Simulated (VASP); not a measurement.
# HfSiO4 (F-43m) in VASP: a series of runs

HfSiO4 is run at these levels: PBE, PBEsol, r2SCAN; tasks: single point.

Everything below comes from runs of VASP 6.6.1. Logs are shortened: lines on timing, memory, paths and dates and some standing lists are left out, and cuts for length are marked.

## 1. The cell of the first run

The structure is cubic, space group F-43m (No. 216). The conventional cell has a = 8.256 Å, b = 8.256 Å, c = 8.256 Å, α = 90.00°, β = 90.00°, γ = 90.00°. Within 2.6 Å of Hf (site symmetry -43m) lie 4 O at 1.94 Å. Si (site symmetry -43m) has 4 O at 1.63 Å within 2.2 Å. O (site symmetry 3m) has 1 Si at 1.63 Å and 1 Hf at 1.94 Å within 2.2 Å.

## 2. Single point, PBE

Input file INCAR:

```
  ALGO = Normal
  EDIFF = 1E-6
  ENCUT = 520
  GGA = PE
  ISIF = 2
  ISMEAR = 0
  LASPH = True
  LCHARG = False
  LREAL = False
  LWAVE = False
  NBANDS = 28
  NELM = 80
  PREC = Accurate
  SIGMA = 0.02
```

Input file KPOINTS:

```
k-points
0
Gamma
  6 6 6
```

Input file POSCAR:

```
HfSiO4
1.0
    0.0000000000      4.1278531264      4.1278531264
    4.1278531264      0.0000000000      4.1278531264
    4.1278531264      4.1278531264      0.0000000000
Hf Si O
1 1 4
Direct
    0.0000000000      0.0000000000      0.0000000000
    0.7500000000      0.7500000000      0.7500000000
    0.8641703972      0.8641703972      0.4074888084
    0.8641703972      0.4074888084      0.8641703972
    0.4074888084      0.8641703972      0.8641703972
    0.8641703972      0.8641703972      0.8641703972
```

Potentials or basis: VASP PAW PBE potentials, release 64 (Hf_pv, Si, O).

Started as:

```console
$ cat potpaw_PBE.64/Hf_pv/POTCAR potpaw_PBE.64/Si/POTCAR potpaw_PBE.64/O/POTCAR > POTCAR
$ mpirun -np 1 vasp_std > vasp.out
```

OUTCAR:

```text
EDIFF = 1E-6
   ENCUT = 520
   GGA = PE
   ISIF = 2
   ISMEAR = 0
   LASPH = True
   LREAL = False
   NELM = 80
   PREC = Accurate

 ion  position               nearest neighbor table
   1  0.000  0.000  0.000-   3 1.94   4 1.94   5 1.94   6 1.94
   2  0.750  0.750  0.750-   6 1.63   4 1.63   5 1.63   3 1.63
   3  0.864  0.864  0.407-   2 1.63   1 1.94
   4  0.864  0.407  0.864-   2 1.63   1 1.94
   5  0.407  0.864  0.864-   2 1.63   1 1.94
   6  0.864  0.864  0.864-   2 1.63   1 1.94

  LATTYP: Found a face centered cubic cell.
 ALAT       =     8.2557062528

  Lattice vectors:

 A1 = (   0.0000000000,   4.1278531264,   4.1278531264)
 A2 = (   4.1278531264,   0.0000000000,   4.1278531264)
 A3 = (   4.1278531264,   4.1278531264,   0.0000000000)

Analysis of symmetry for initial positions (statically):
=====================================================================
 Subroutine PRICEL returns:
 Original cell was already a primitive cell.

 Routine SETGRP: Setting up the symmetry group for a
 face centered cubic supercell.

 Subroutine GETGRP returns: Found 24 space group operations
 (whereof 24 operations were pure point group operations)
 out of a pool of 48 trial point group operations.

The static configuration has the point symmetry T_d .

Analysis of symmetry for dynamics (positions and initial velocities):
=====================================================================
 Subroutine PRICEL returns:
 Original cell was already a primitive cell.

 Routine SETGRP: Setting up the symmetry group for a
 face centered cubic supercell.

 Subroutine GETGRP returns: Found 24 space group operations
 (whereof 24 operations were pure point group operations)
 out of a pool of 48 trial point group operations.

The dynamic configuration has the point symmetry T_d .

 Subroutine INISYM returns: Found 24 space group operations
 (whereof 24 operations are pure point group operations),
 and found     1 'primitive' translations

----------------------------------------------------------------------------------------

                                     Primitive cell

[... 86 lines left out ...]
   LASPH  =      T    aspherical Exc in radial PAW
   ENCUT  =  520.0 eV  38.22 Ry    6.18 a.u.  10.85 10.85 10.85*2*pi/ulx,y,z
   NELM   =     80;   NELMIN=  2; NELMDL= -5     # of ELM steps
   EDIFF  = 0.1E-05   stopping-criterion for ELM
   LREAL  =      F    real-space projection
   EDIFFG = 0.1E-04   stopping-criterion for IOM
   NSW    =      0    number of steps for IOM
   IBRION =     -1    ionic relax: 0-MD 1-quasi-New 2-CG
   NFREE  =      0    steps in history (QN), initial steepest desc. (CG)
   ISIF   =      2    stress and relaxation
   ISYM   =      2    0-nonsym 1-usesym 2-fastsym
   POTIM  = 0.5000    time-step for ionic-motion
   TEBEG  =    0.0;   TEEND  =   0.0 temperature during run
   PSTRESS=    0.0 pullay stress
   NELECT =      38.0000    total number of electrons
   NUPDOWN=      -1.0000    fix difference up-down
   EMIN   =  10.00;   EMAX   =-10.00  energy-range for DOS
   EFERMI =   0.00;   METHOD = LEGACY
   ISMEAR =     0;   SIGMA  =   0.02  broadening in eV -4-tet -1-fermi 0-gaus
   EFERMI_NEDOS =   21; number of points for ismear=-14 and -15
   IALGO  =     38    algorithm
   IMIX   =      4    mixing-type and parameters
     AMIX     =   0.40;   BMIX     =  1.00
     AMIX_MAG =   1.60;   BMIX_MAG =  1.00
  volume/ion in A,a.u.               =      23.45       158.22
  Fermi-wavevector in a.u.,A,eV,Ry     =   1.058283  1.999865 15.238019  1.119963
  Thomas-Fermi vector in A             =   2.193587
   LORBIT       =      0    0 simple, 1 ext, 2 COOP (PROOUT), +10 PAW based schemes
   GGA     = PE    functional components
   LHFCALC =     F    Hartree Fock is set to
   AEXX    =    0.0000 exact exchange contribution
   IVDW    =     0    specifies the selected vdW correction
   LEPSILON=     F    determine dielectric tensor
   LRPA    =     F    only Hartree local field effects (RPA)
 non-spin polarized calculation
 Gauss-broadening in eV      SIGMA  =   0.02
  energy-cutoff  :      520.00
  volume of cell :      140.67
 maximum number of plane-waves:      3812
 NGX is ok and might be reduce to    48
   NGX = 21   NGY = 21   NGZ = 21

 number of electron      37.9999992 magnetization

 Free energy of the ion-electron system (eV)
  ---------------------------------------------------
  ext. energy  EPLUGINS =         0.00000000
  ---------------------------------------------------
  free energy    TOTEN  =       -53.66772323 eV

  energy without entropy =      -53.66772323  energy(sigma->0) =      -53.66772323

 E-fermi :  -2.2656     XC(G=0):  -6.6871

 val. band max:       -2.4008608613   @ k =   0.5000   0.0000   0.0000
 cond. band min:       2.3655713441   @ k =   0.0000   0.0000   0.0000
 fundamental gap:      4.7664322054
 Fermi energy:        -2.2656309457

 k-point     1 :       0.0000    0.0000    0.0000
  band No.  band energies     occupation
      1     -31.2180      2.00000
      2     -31.2180      2.00000
      3     -31.2180      2.00000
      4     -20.2016      2.00000
      5     -18.6364      2.00000
      6     -18.6364      2.00000
[... 485 lines left out ...]
     27       6.1533      0.00000
     28       7.0278      0.00000

------------------------ aborting loop because EDIFF is reached ----------------------------------------

  FORCE on cell =-STRESS in cart. coord.  units (eV):
  Direction    XX          YY          ZZ          XY          YZ          ZX
  --------------------------------------------------------------------------------------
  -------------------------------------------------------------------------------------
  Total       -0.3718512     -0.3718512     -0.3718512     -0.0000000      0.0000000      0.0000000
  in kB       -4.2352308     -4.2352308     -4.2352308     -0.0000000      0.0000000      0.0000000
  external PRESSURE =      -4.2352308 kB  Pullay stress =       0.0000000 kB

 VOLUME and BASIS-vectors are now :
 -----------------------------------------------------------------------------
  energy-cutoff  :      520.00
  volume of cell :      140.67
      direct lattice vectors                 reciprocal lattice vectors
     0.000000000  4.127853126  4.127853126    -0.121128341  0.121128341  0.121128341
     4.127853126  0.000000000  4.127853126     0.121128341 -0.121128341  0.121128341
     4.127853126  4.127853126  0.000000000     0.121128341  0.121128341 -0.121128341

 POSITION                                       TOTAL-FORCE (eV/Angst)
 -----------------------------------------------------------------------------------
      0.00000      0.00000      0.00000        -0.000000     -0.000000     -0.000000
      6.19178      6.19178      6.19178        -0.000000     -0.000000     -0.000000
      5.24922      5.24922      7.13434        -0.113055     -0.113055      0.113055
      5.24922      7.13434      5.24922        -0.113055      0.113055     -0.113055
      7.13434      5.24922      5.24922         0.113055     -0.113055     -0.113055
      7.13434      7.13434      7.13434         0.113055      0.113055      0.113055
 -----------------------------------------------------------------------------------
    total drift:                                0.000000      0.000000      0.000000

  FREE ENERGIE OF THE ION-ELECTRON SYSTEM (eV)
  ---------------------------------------------------
  free  energy   TOTEN  =       -53.6677232269 eV

  energy  without entropy=      -53.6677232269  energy(sigma->0) =      -53.66772323
```

OSZICAR:

```text
N       E                     dE             d eps       ncg     rms          rms(c)
DAV:   1     0.261792751883E+03    0.26179E+03   -0.18885E+04   904   0.118E+03
DAV:   2    -0.396548970066E+02   -0.30145E+03   -0.29093E+03  1136   0.304E+02
DAV:   3    -0.633467660499E+02   -0.23692E+02   -0.23573E+02  1024   0.862E+01
DAV:   4    -0.636793098503E+02   -0.33254E+00   -0.33206E+00  1220   0.114E+01
DAV:   5    -0.636842162432E+02   -0.49064E-02   -0.49053E-02  1152   0.131E+00    0.602E+01
DAV:   6    -0.537176058391E+02    0.99666E+01   -0.41342E+01  1088   0.370E+01    0.453E+01
DAV:   7    -0.536872293433E+02    0.30376E-01   -0.15100E+00  1024   0.732E+00    0.283E+01
DAV:   8    -0.536741614677E+02    0.13068E-01   -0.22826E-01  1140   0.370E+00    0.709E+00
DAV:   9    -0.536627766306E+02    0.11385E-01   -0.59437E-02  1084   0.161E+00    0.175E+00
DAV:  10    -0.536672752653E+02   -0.44986E-02   -0.64780E-03   968   0.536E-01    0.474E-01
DAV:  11    -0.536674301505E+02   -0.15489E-03   -0.42743E-04  1100   0.137E-01    0.317E-01
DAV:  12    -0.536677597631E+02   -0.32961E-03   -0.60603E-04   916   0.150E-01    0.105E-01
DAV:  13    -0.536677311392E+02    0.28624E-04   -0.83983E-05  1012   0.586E-02    0.447E-02
DAV:  14    -0.536677245458E+02    0.65935E-05   -0.14017E-05   968   0.260E-02    0.116E-02
DAV:  15    -0.536677234958E+02    0.10499E-05   -0.12439E-06   868   0.697E-03    0.167E-02
DAV:  16    -0.536677232269E+02    0.26888E-06   -0.14554E-07   800   0.315E-03
   1 F= -.53667723E+02 E0= -.53667723E+02  d E =-.756137E-23
```

Run time: 43 s. Hardware: 1 thread of Intel Xeon 6975P-C (Granite Rapids), shared host; peak memory 0.34 GiB.

Results:

* Free energy: -53.6677 eV
* Pressure: -0.4 GPa
* Largest force: 0.196 eV/Å
* Band gap on the k mesh: 4.77 eV, indirect (the least direct gap lies 3.3 meV higher)

Forces on the atoms (eV/Å):
```
Hf   0.000  0.000  0.000
Si   0.000  0.000  0.000
O   -0.113 -0.113  0.113
O   -0.113  0.113 -0.113
O    0.113 -0.113 -0.113
O    0.113  0.113  0.113
```

Levels at points of the mesh, in eV from the valence-band top:
| k point | band 15 | band 16 | band 17 | band 18 | band 19 | band 20 | band 21 | band 22 | band 23 | band 24 |
| --- | --- | --- | --- | --- | --- | --- | --- | --- | --- | --- |
| (0.00, 0.00, 0.00) | -1.98 | -1.98 | 0.00 | 0.00 | 0.00 | 4.77 | 6.44 | 6.44 | 7.63 | 7.63 |
| (0.50, 0.00, 0.00) | -1.28 | -1.28 | -0.77 | -0.77 | 0.00 | 6.16 | 6.56 | 6.56 | 6.87 | 7.47 |
| (0.50, 0.50, 0.00) | -1.27 | -1.26 | -1.26 | -0.43 | -0.43 | 6.07 | 6.44 | 7.08 | 7.43 | 7.43 |

Caveat: spin-orbit coupling is left out, which moves the levels of the heavy elements.

## 3. Single point, PBE

Input file INCAR:

```
ALGO = Normal ; EDIFF = 1E-6
ENCUT = 520 ; GGA = PE
ISIF = 2 ; ISMEAR = 0
LASPH = True ; LCHARG = False
LREAL = False ; LWAVE = False
NBANDS = 28 ; NELM = 100
PREC = Accurate ; SIGMA = 0.01
```

KPOINTS is that of step 2.

Input file POSCAR:

```
HfSiO4
1.0
    0.0000000000      4.1280748724      4.1280748724
    4.1280748724      0.0000000000      4.1280748724
    4.1280748724      4.1280748724      0.0000000000
Hf Si O
1 1 4
Direct
    0.0000000000      0.0000000000      0.0000000000
    0.7500000000      0.7500000000      0.7500000000
    0.8641765571      0.8641765571      0.4074703288
    0.8641765571      0.4074703288      0.8641765571
    0.4074703288      0.8641765571      0.8641765571
    0.8641765571      0.8641765571      0.8641765571
```

Potentials or basis: VASP PAW PBE potentials, release 64 (Hf_pv, Si, O).

Started as:

```console
$ cat potpaw_PBE.64/Hf_pv/POTCAR potpaw_PBE.64/Si/POTCAR potpaw_PBE.64/O/POTCAR > POTCAR
$ mpirun -np 1 vasp_std > vasp.out
```

Run time: 41 s. Hardware: 1 thread of Intel Xeon 6975P-C (Granite Rapids), shared host; peak memory 0.34 GiB.

It converged, with:

| Property | Result |
| --- | --- |
| Free energy | -53.6678 eV |
| Pressure | -0.4 GPa |
| Largest force | 0.190 eV/Å |
| Band gap on the k mesh | 4.77 eV, indirect (the least direct gap lies 3.3 meV higher) |

Forces on the atoms (eV/Å):
```
Hf   0.000  0.000  0.000
Si   0.000  0.000  0.000
O   -0.110 -0.110  0.110
O   -0.110  0.110 -0.110
O    0.110 -0.110 -0.110
O    0.110  0.110  0.110
```

Levels at points of the mesh, in eV from the valence-band top:
```csv
k point,band 15,band 16,band 17,band 18,band 19,band 20,band 21,band 22,band 23,band 24
"(0.00, 0.00, 0.00)",-1.98,-1.98,0.00,0.00,0.00,4.77,6.44,6.44,7.63,7.63
"(0.50, 0.00, 0.00)",-1.28,-1.28,-0.77,-0.77,0.00,6.16,6.56,6.56,6.87,7.47
"(0.50, 0.50, 0.00)",-1.27,-1.26,-1.26,-0.43,-0.43,6.07,6.44,7.08,7.43,7.43
```

Caveat: spin-orbit coupling is left out, which moves the levels of the heavy elements.

## 4. Single point, PBEsol

Input file INCAR:

```
ALGO = Normal ; EDIFF = 1E-7
ENCUT = 520 ; GGA = PS
ISIF = 2 ; ISMEAR = 0
LASPH = T ; LCHARG = F
LREAL = F ; LWAVE = F
NBANDS = 28 ; NELM = 60
PREC = Accurate ; SIGMA = 0.02
```

KPOINTS is that of step 3.

Input file POSCAR:

```
HfSiO4
1.0
    0.0000000000      4.1278531264      4.1278531264
    4.1278531264      0.0000000000      4.1278531264
    4.1278531264      4.1278531264      0.0000000000
Hf Si O
1 1 4
Direct
    0.0000000000      0.0000000000      0.0000000000
    0.7500000000      0.7500000000      0.7500000000
    0.8641703972      0.8641703972      0.4074888084
    0.8641703972      0.4074888084      0.8641703972
    0.4074888084      0.8641703972      0.8641703972
    0.8641703972      0.8641703972      0.8641703972
```

Started as:

```console
$ cat potpaw_PBE.64/Hf_pv/POTCAR potpaw_PBE.64/Si/POTCAR potpaw_PBE.64/O/POTCAR > POTCAR
$ mpirun -np 1 vasp_std > vasp.out
```

Wall time 44 s (1 thread of Intel Xeon 6975P-C (Granite Rapids), shared host); peak memory 0.34 GiB.

It converged, with:

| Quantity | Value |
| --- | --- |
| Free energy | -55.4875 eV |
| Pressure | -2.2 GPa |
| Largest force | 0.365 eV/Å |
| Band gap on the k mesh | 4.87 eV, indirect (the least direct gap lies 3.3 meV higher) |

Forces on the atoms (eV/Å):
```
Hf   0.000  0.000  0.000
Si   0.000  0.000  0.000
O   -0.211 -0.211  0.211
O   -0.211  0.211 -0.211
O    0.211 -0.211 -0.211
O    0.211  0.211  0.211
```

Levels at points of the mesh, in eV from the valence-band top:
```tsv
k point	band 17	band 18	band 19	band 20	band 21	band 22
(0.00, 0.00, 0.00)	0.00	0.00	0.00	4.87	6.37	6.37
(0.50, 0.00, 0.00)	-0.78	-0.78	0.00	6.19	6.49	6.49
(0.50, 0.50, 0.00)	-1.27	-0.43	-0.43	5.99	6.48	7.03
```

Caveat: the PAW data sets were made with another functional, which shifts forces and pressure a little; spin-orbit coupling is left out, which moves the levels of the heavy elements.

(Part 1 of 2 ends here.)
